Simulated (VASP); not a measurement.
MgB2:

```
Mg B
1.0
     3.10543    0.00000    0.00000
    -1.55272    2.68938    0.00000
     0.00000    0.00000    3.54633
Mg B
1 2
Direct
  0.00000 0.00000 0.00000
  0.66667 0.33333 0.50000
  0.33333 0.66667 0.50000
```

Base run:

| Item | Value |
| --- | --- |
| Program | VASP 6.6.1 |
| Functional | r2SCAN |
| Potentials or basis | VASP PAW PBE potentials, release 64 (Mg, B) |
| Cutoff | 520 eV |
| k mesh | 10 × 10 × 8 |
| Occupations | fermi-dirac, width 0.05 eV |
| Spin | no spin polarisation |

Its results: band gap on the k mesh zero (band 4 reaches 6.32 eV, above the bottom of band 5 at 3.79 eV); pressure -5.4 GPa.

The run is repeated on the same cell with these changes: functional from r2SCAN to PBEsol. What comes out?

Band gap on the k mesh zero (band 4 reaches 6.19 eV, above the bottom of band 5 at 3.75 eV); pressure -5.8 GPa.

Caveats: the PAW data sets were made with another functional, which shifts forces and pressure a little.
